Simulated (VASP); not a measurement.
A run of VASP 6.6.1 is set up as follows.

INCAR

```
SYSTEM = Ca5SiN2
ALGO     = Normal         ! electronic algorithm
EDIFF    = 1E-7           ! SCF threshold, eV
ENCUT    = 520            ! plane-wave cutoff, eV
GGA      = PE             ! functional
ISIF     = 2              ! what is computed and relaxed
ISMEAR   = 0              ! smearing method
LASPH    = .True.         ! aspherical terms in the spheres
LCHARG   = .True.         ! write CHGCAR
LELF     = .True.         ! ELF
LREAL    = .False.        ! projectors in reciprocal space
LVHAR    = .True.       
LWAVE    = .False.        ! write WAVECAR
NBANDS   = 42             ! bands
NELM     = 60             ! most SCF steps
PREC     = Accurate       ! precision mode
SIGMA    = 0.1            ! smearing width, eV
```

KPOINTS

```
k-points
0
Gamma
  8 8 6
  0 0 0
```

File POSCAR:

```
Ca5SiN2
1.0
    2.4464018030     -7.3185666224      0.0000000000
    2.4464018030      7.3185666224      0.0000000000
    0.0000000000      0.0000000000      4.8712834569
Ca Si N
5 1 2
Direct
    0.0000000000      0.0000000000      0.0000000000
    0.3305507462      0.6694492538      0.0000000000
    0.6694492538      0.3305507462      0.0000000000
    0.1382196168      0.8617803832      0.5000000000
    0.8617803832      0.1382196168      0.5000000000
    0.5000000000      0.5000000000      0.5000000000
    0.8350210358      0.1649789642      0.0000000000
    0.1649789642      0.8350210358      0.0000000000
```

Potentials or basis: VASP PAW PBE potentials, release 64 (Ca_sv, Si, N).

Run with:

```sh
$ cat potpaw_PBE.64/Ca_sv/POTCAR potpaw_PBE.64/Si/POTCAR potpaw_PBE.64/N/POTCAR > POTCAR
$ mpirun -np 1 vasp_std > vasp.out
```

Predict the largest force.

0.018 eV/Å.

Predict the pressure.

0.2 GPa.

Predict the band gap on the k mesh.

zero (bands 32 and 33 overlap by 0.35 eV).

Forces in eV/Å, atoms in the order of the input:
```
Ca   0.000  0.000  0.000
Ca   0.000 -0.018  0.000
Ca   0.000  0.018  0.000
Ca   0.000  0.000  0.000
Ca   0.000  0.000  0.000
Si   0.000  0.000  0.000
N    0.000  0.008  0.000
N    0.000 -0.008  0.000
```

Caveat: semilocal functionals underestimate gaps, and a narrow one can read as zero.
